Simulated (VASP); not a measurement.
# Al15N15O (a cell with a defect) (V_Al-O_N) in VASP: a series of runs

Aim: see how the results for Al15N15O (a cell with a defect) (V_Al-O_N) move with the level of theory and the settings. Levels: PBE, LDA. Tasks: single point.

Program: VASP 6.6.1. These are calculated values, not measurements. Logs are shortened: lines on timing, memory, paths and dates and some standing lists are left out, and cuts for length are marked.

### Step 1. The cell of the first run

The cell holds a defect, 31 atoms: a = 6.260 Å, b = 6.260 Å, c = 10.035 Å, α = 90.00°, β = 90.00°, γ = 120.00°.

### Step 2. Single point, PBE

INCAR

```
PREC     = Accurate       # precision mode
ENCUT    = 520            # plane-wave cutoff, eV
EDIFF    = 1E-6           # SCF threshold, eV
ISMEAR   = 0              # smearing method
SIGMA    = 0.01           # smearing width, eV
LREAL    = Auto         
LASPH    = T              # aspherical terms in the spheres
NELM     = 80             # most SCF steps
ALGO     = Normal         # electronic algorithm
ISIF     = 2              # what is computed and relaxed
LWAVE    = F              # write WAVECAR
LCHARG   = F              # write CHGCAR
GGA      = PE             # functional
NELECT   = 128.0        
NBANDS   = 84             # bands
```

KPOINTS

```
Automatic mesh
0
Gamma
  1 1 1
  0.25 0.25 0.25
```

POSCAR

```
Al15N15O
1.0
    6.2595139102      0.0000000601      0.0000000000
   -3.1297570100      5.4208980298      0.0000000000
    0.0000000000      0.0000000000     10.0348065900
Al O N
15 1 15
Direct
    0.3344444415      0.1681316590      0.2524672306
    0.3320808792      0.1704081266      0.7488069566
    0.1678026729      0.3348183831      0.9923735252
    0.3343288609      0.6636800201      0.2579964562
    0.1712912789      0.8272506055      0.4968687280
    0.3316228867      0.6620192517      0.7453748641
    0.1688554770      0.8347776210      1.0018885059
    0.8388419710      0.1681532298      0.2579508034
    0.6755292063      0.3313254799      0.4968860985
    0.8404884626      0.1708237917      0.7453671926
    0.6678454158      0.3338653225      1.0018662519
    0.8341016073      0.6683682062      0.2516134132
    0.6630592022      0.8393721627      0.4973812570
    0.8339099037      0.6686846293      0.7470508161
    0.6667688440      0.8359323102      1.0002873683
    0.3472509139      0.1554523012      0.4334051881
    0.1708407915      0.3317652010      0.1864584204
    0.3367072586      0.1658556517      0.9421940498
    0.1698463745      0.3326848641      0.7131457450
    0.3426769392      0.6848798242      0.4377369832
    0.1677088526      0.8326277265      0.1907042778
    0.3349459560      0.6747120418      0.9410343273
    0.1695235218      0.8359357179      0.6881488363
    0.8175429156      0.1596396881      0.4377038574
    0.6698394495      0.3346684005      0.1906731054
    0.8278278130      0.1675639821      0.9410154539
    0.6668051332      0.3331036456      0.6881825660
    0.8330001226      0.6695119287      0.4399411073
    0.6702504037      0.8322169469      0.1879360724
    0.8336862731      0.6688115016      0.9390133878
    0.6688710382      0.8335128822      0.6919909247
```

Potentials or basis: VASP PAW PBE potentials, release 64 (Al, O, N).

The run is started by

```console
$ cat potpaw_PBE.64/Al/POTCAR potpaw_PBE.64/O/POTCAR potpaw_PBE.64/N/POTCAR > POTCAR
$ mpirun -np 1 vasp_std > vasp.out
```

OUTCAR:

```text
PREC = Accurate
   ENCUT = 520
   EDIFF = 1E-6
   ISMEAR = 0
   LREAL = Auto
   LASPH = T
   NELM = 80
   ISIF = 2
   GGA = PE
   NELECT = 128.0

 ion  position               nearest neighbor table
   1  0.334  0.168  0.252-  16 1.82  17 1.89  25 1.92  21 1.92   5 3.07   9 3.07   7 3.10  11 3.10
                             4 3.10   8 3.10  12 3.13  12 3.13   8 3.16   4 3.16   3 3.17
   2  0.332  0.170  0.749-  19 1.80  23 1.91  27 1.91  18 1.94   3 3.02  10 3.08   6 3.08   7 3.12
                            11 3.12  14 3.13  14 3.13   5 3.14   9 3.14   6 3.18  10 3.18
   3  0.168  0.335  0.992-  18 1.90  22 1.91  26 1.91  17 1.95   2 3.02   6 3.05  10 3.05   7 3.13
                            11 3.13  15 3.13  15 3.13  11 3.13   7 3.13   1 3.17   8 3.21   4 3.21
   4  0.334  0.664  0.258-  20 1.81  17 1.94  21 1.94  29 1.95   5 2.98  13 2.99   8 3.10   1 3.10
                            12 3.11  12 3.15   7 3.15  15 3.15   1 3.16   8 3.16   3 3.21
   5  0.171  0.827  0.497-  20 1.80  16 1.89  23 1.92  28 1.92   4 2.98  13 3.04   6 3.06  12 3.07
                             1 3.07   9 3.10  14 3.11   2 3.14   9 3.16  13 3.22
   6  0.332  0.662  0.745-  19 1.81  31 1.91  23 1.91  22 1.96   3 3.05   5 3.06  13 3.07  10 3.07
                             2 3.08  14 3.12  14 3.14  15 3.14   7 3.15   2 3.18  10 3.19
   7  0.169  0.835  0.002-  22 1.87  18 1.89  21 1.89  30 1.92  12 3.09   1 3.10  15 3.11  11 3.12
                             2 3.12   3 3.13   3 3.13  11 3.14  14 3.14  15 3.15   4 3.15   6 3.15
   8  0.839  0.168  0.258-  24 1.81  17 1.94  25 1.94  29 1.95   9 2.98  13 2.99   4 3.10   1 3.10
                            12 3.11  12 3.15  15 3.15  11 3.15   1 3.16   4 3.16   3 3.21
   9  0.676  0.331  0.497-  24 1.80  16 1.89  27 1.92  28 1.92   8 2.98  13 3.04  10 3.05  12 3.07
[... 15 lines left out ...]
  18  0.337  0.166  0.942-   7 1.89  11 1.89   3 1.90   2 1.94
  19  0.170  0.333  0.713-   2 1.80   6 1.81  10 1.81
  20  0.343  0.685  0.438-   5 1.80   4 1.81  13 1.84
  21  0.168  0.833  0.191-   7 1.89  12 1.91   1 1.92   4 1.94
  22  0.335  0.675  0.941-   7 1.87  15 1.89   3 1.91   6 1.96
  23  0.170  0.836  0.688-   6 1.91   2 1.91  14 1.91   5 1.92
  24  0.818  0.160  0.438-   9 1.80   8 1.81  13 1.84
  25  0.670  0.335  0.191-  11 1.89  12 1.91   1 1.92   8 1.94
  26  0.828  0.168  0.941-  11 1.87  15 1.89   3 1.91  10 1.96
  27  0.667  0.333  0.688-  10 1.91  14 1.91   2 1.91   9 1.92
  28  0.833  0.670  0.440-  12 1.89   9 1.92   5 1.92  13 1.93
  29  0.670  0.832  0.188-  15 1.88  12 1.89   8 1.95   4 1.95
  30  0.834  0.669  0.939-  15 1.91  11 1.92   7 1.92  14 1.93
  31  0.669  0.834  0.692-  14 1.87   6 1.91  10 1.91  13 1.95

  LATTYP: Found a hexagonal cell.
 ALAT       =     6.2595139102
 C/A-ratio  =     1.6031287308

  Lattice vectors:

 A1 = (   6.2595139102,   0.0000000601,   0.0000000000)
 A2 = (  -3.1297570100,   5.4208980298,   0.0000000000)
 A3 = (   0.0000000000,   0.0000000000,  10.0348065900)

Analysis of symmetry for initial positions (statically):
=====================================================================
 Subroutine PRICEL returns:
 Original cell was already a primitive cell.

 Routine SETGRP: Setting up the symmetry group for a
 hexagonal supercell.

 Subroutine GETGRP returns: Found  1 space group operations
 (whereof  1 operations were pure point group operations)
 out of a pool of 24 trial point group operations.

The static configuration has the point symmetry C_1 .

Analysis of symmetry for dynamics (positions and initial velocities):
=====================================================================
 Subroutine PRICEL returns:
 Original cell was already a primitive cell.

 Routine SETGRP: Setting up the symmetry group for a
 hexagonal supercell.

 Subroutine GETGRP returns: Found  1 space group operations
 (whereof  1 operations were pure point group operations)
 out of a pool of 24 trial point group operations.

The dynamic configuration has the point symmetry C_1 .

 Subroutine INISYM returns: Found  1 space group operations
 (whereof  1 operations are pure point group operations),
 and found     1 'primitive' translations

----------------------------------------------------------------------------------------

                                     Primitive cell

  volume of cell :     340.5029

  direct lattice vectors                    reciprocal lattice vectors
     6.259513910  0.000000060  0.000000000     0.159756813  0.092235641  0.000000000
    -3.129757010  5.420898030  0.000000000    -0.000000002  0.184471279  0.000000000
     0.000000000  0.000000000 10.034806590     0.000000000  0.000000000  0.099653141

  length of vectors
     6.259513910  6.259513910 10.034806590     0.184471279  0.184471279  0.099653141

[... 76 lines left out ...]

  Cartesian coordinates                     Fractional coordinates (reciprocal lattice)
     0.159756813  0.092235641  0.000000000     1.000000000 -0.000000000  0.000000000
    -0.000000002  0.184471279  0.000000000     0.000000000  1.000000000  0.000000000
     0.000000000  0.000000000  0.099653141     0.000000000  0.000000000  1.000000000

  Length of vectors
     0.184471279  0.184471279  0.099653141

  Shift w.r.t. Gamma in fractional coordinates (k-lattice)
     0.250000000  0.250000000  0.250000000

 Subroutine IBZKPT returns following result:
 ===========================================

 Found      6 irreducible k-points:

 Following reciprocal coordinates:
            Coordinates               Weight
  0.250000  0.250000  0.250000      2.000000
 -0.250000  0.500000  0.250000      2.000000
  0.500000  0.250000  0.250000      2.000000
 -0.250000 -0.250000  0.250000      2.000000
  0.250000  0.500000  0.250000      2.000000
  0.500000 -0.250000  0.250000      2.000000
   k-points           NKPTS =      6   k-points in BZ     NKDIM =      6   number of bands    NBANDS=     84
   number of dos      NEDOS =    301   number of ions     NIONS =     31
   total plane-waves  NPLWV = 184320
   dimension x,y,z NGX =    48 NGY =   48 NGZ =   80
   dimension x,y,z NGXF=    96 NGYF=   96 NGZF=  160
   ions per type =              15   1  15
   NGX,Y,Z   is equivalent  to a cutoff of  12.75, 12.75, 13.25 a.u.
   NGXF,Y,Z  is equivalent  to a cutoff of  25.50, 25.50, 26.51 a.u.
 SYSTEM =  unknown system
   PREC   = accura    normal or accurate (medium, high low for compatibility)
   ISTART =      0    job   : 0-new  1-cont  2-samecut
   ICHARG =      2    charge: 1-file 2-atom 10-const
   ISPIN  =      1    spin polarized calculation?
   LNONCOLLINEAR =      F non collinear calculations
   LSORBIT =      F    spin-orbit coupling
   LASPH  =      T    aspherical Exc in radial PAW
   ENCUT  =  520.0 eV  38.22 Ry    6.18 a.u.  11.64 11.64 18.66*2*pi/ulx,y,z
   NELM   =     80;   NELMIN=  2; NELMDL= -5     # of ELM steps
   EDIFF  = 0.1E-05   stopping-criterion for ELM
   LREAL  =      T    real-space projection
   EDIFFG = 0.1E-04   stopping-criterion for IOM
   NSW    =      0    number of steps for IOM
   IBRION =     -1    ionic relax: 0-MD 1-quasi-New 2-CG
   NFREE  =      0    steps in history (QN), initial steepest desc. (CG)
   ISIF   =      2    stress and relaxation
   ISYM   =      2    0-nonsym 1-usesym 2-fastsym
   POTIM  = 0.5000    time-step for ionic-motion
   TEBEG  =    0.0;   TEEND  =   0.0 temperature during run
   PSTRESS=    0.0 pullay stress
   NELECT =     128.0000    total number of electrons
   NUPDOWN=      -1.0000    fix difference up-down
   EMIN   =  10.00;   EMAX   =-10.00  energy-range for DOS
   EFERMI =   0.00;   METHOD = LEGACY
   ISMEAR =     0;   SIGMA  =   0.01  broadening in eV -4-tet -1-fermi 0-gaus
   EFERMI_NEDOS =   21; number of points for ismear=-14 and -15
   IALGO  =     38    algorithm
   IMIX   =      4    mixing-type and parameters
     AMIX     =   0.40;   BMIX     =  1.00
     AMIX_MAG =   1.60;   BMIX_MAG =  1.00
  volume/ion in A,a.u.               =      10.98        74.12
  Fermi-wavevector in a.u.,A,eV,Ry     =   1.181511  2.232733 18.993310  1.395969
  Thomas-Fermi vector in A             =   2.317783
   LORBIT       =      0    0 simple, 1 ext, 2 COOP (PROOUT), +10 PAW based schemes
   GGA     = PE    functional components
   LHFCALC =     F    Hartree Fock is set to
   AEXX    =    0.0000 exact exchange contribution
   IVDW    =     0    specifies the selected vdW correction
   LEPSILON=     F    determine dielectric tensor
   LRPA    =     F    only Hartree local field effects (RPA)
 non-spin polarized calculation
 Gauss-broadening in eV      SIGMA  =   0.01
  energy-cutoff  :      520.00
  volume of cell :      340.50
 maximum number of plane-waves:      9148
 NGX is ok and might be reduce to    48
   NGX = 23   NGY = 23   NGZ = 37

 number of electron     128.0000001 magnetization

 Free energy of the ion-electron system (eV)
  ---------------------------------------------------
  ext. energy  EPLUGINS =         0.00000000
  ---------------------------------------------------
  free energy    TOTEN  =      -216.83354627 eV

  energy without entropy =     -216.83354627  energy(sigma->0) =     -216.83354627

 E-fermi :   6.8717     XC(G=0): -10.7046

 val. band max:        6.8228833490   @ k =   0.2500   0.5000   0.2500
 cond. band min:      10.7825116883   @ k =   0.2500   0.5000   0.2500
 fundamental gap:      3.9596283393
 Fermi energy:         6.8716717337

 k-point     1 :       0.2500    0.2500    0.2500
  band No.  band energies     occupation
      1     -12.3214      2.00000
      2      -9.2561      2.00000
      3      -8.7578      2.00000
      4      -8.6492      2.00000
      5      -8.5321      2.00000
      6      -8.2548      2.00000
[... 463 lines left out ...]
     75      12.5180      0.00000
     76      12.7031      0.00000
 [bands above 76 left out]

------------------------ aborting loop because EDIFF is reached ----------------------------------------

  FORCE on cell =-STRESS in cart. coord.  units (eV):
  Direction    XX          YY          ZZ          XY          YZ          ZX
  --------------------------------------------------------------------------------------
  -------------------------------------------------------------------------------------
  Total       17.1592267     15.1364375     22.8473770     -1.7991880      0.0923733     -0.1779979
  in kB       80.7397570     71.2218743    107.5043591     -8.4657661      0.4346464     -0.8375382
  external PRESSURE =      86.4886635 kB  Pullay stress =       0.0000000 kB

 VOLUME and BASIS-vectors are now :
 -----------------------------------------------------------------------------
  energy-cutoff  :      520.00
  volume of cell :      340.50
      direct lattice vectors                 reciprocal lattice vectors
     6.259513910  0.000000060  0.000000000     0.159756813  0.092235641  0.000000000
    -3.129757010  5.420898030  0.000000000    -0.000000002  0.184471279  0.000000000
     0.000000000  0.000000000 10.034806590     0.000000000  0.000000000  0.099653141

 POSITION                                       TOTAL-FORCE (eV/Angst)
 -----------------------------------------------------------------------------------
      1.56725      0.91142      2.53346         0.078440     -0.045760      0.011473
      1.54533      0.92377      7.51413         0.157029     -0.081249      0.013975
      0.00246      1.81502      9.95828        -0.116572      0.060641      0.008879
      0.01558      3.59774      2.58894         0.113529     -0.045847     -0.019735
     -1.51689      4.48444      4.98598        -0.098872      0.097204      0.016245
      0.00384      3.58874      7.47969         0.108328     -0.075262     -0.014929
[... 23 lines left out ...]
      3.12525      3.62556      9.42282         0.162667     -0.083930      0.000749
      1.57811      4.51839      6.94400        -0.192118      0.117672     -0.128689
 -----------------------------------------------------------------------------------
    total drift:                                0.010016      0.006671      0.000068

  FREE ENERGIE OF THE ION-ELECTRON SYSTEM (eV)
  ---------------------------------------------------
  free  energy   TOTEN  =      -216.8335462726 eV

  energy  without entropy=     -216.8335462726  energy(sigma->0) =     -216.83354627
```

Run time: 3.1 min. Hardware: 1 thread of Intel Xeon 6975P-C (Granite Rapids), shared host; peak memory 0.47 GiB.

Results:

- Free energy: -216.8335 eV
- Largest force: 0.284 eV/Å

Forces in eV/Å, atoms in the order of the input:
```
Al   0.078 -0.046  0.011
Al   0.157 -0.081  0.014
Al  -0.117  0.061  0.009
Al   0.114 -0.046 -0.020
Al  -0.099  0.097  0.016
Al   0.108 -0.075 -0.015
Al  -0.114  0.073 -0.004
Al   0.098 -0.078 -0.014
Al  -0.138  0.037  0.018
Al   0.121 -0.053 -0.014
Al  -0.115  0.047 -0.005
Al   0.076 -0.044  0.027
Al  -0.057  0.028  0.023
Al   0.157 -0.089 -0.004
Al  -0.108  0.049  0.010
O    0.145 -0.086  0.012
N   -0.190  0.105  0.023
N    0.180 -0.103  0.047
N   -0.245  0.140 -0.032
N    0.119 -0.090 -0.014
N   -0.129  0.097 -0.026
N    0.195 -0.107 -0.029
N   -0.165  0.080  0.094
N    0.137 -0.049 -0.016
N   -0.148  0.075 -0.023
N    0.189 -0.105 -0.025
N   -0.165  0.095  0.090
N    0.095 -0.053 -0.022
N   -0.149  0.087 -0.003
N    0.163 -0.084  0.001
N   -0.192  0.118 -0.129
```

Levels at points of the mesh, in eV from the Fermi level:
```tsv
k point	band 61	band 62	band 63	band 64	band 65	band 66	band 67	band 68
(0.25, 0.25, 0.25)	-1.86	-1.06	-0.91	-0.29	3.93	4.33	4.51	4.59
```

Caveat: the k points lie up to 1.16 Å⁻¹ apart; the cell carries a net charge on a neutralising background, which shifts energy and pressure; the cell is charged against a uniform background, so pressure and absolute levels hang on convention.

(Continued in part 2 of 2.)
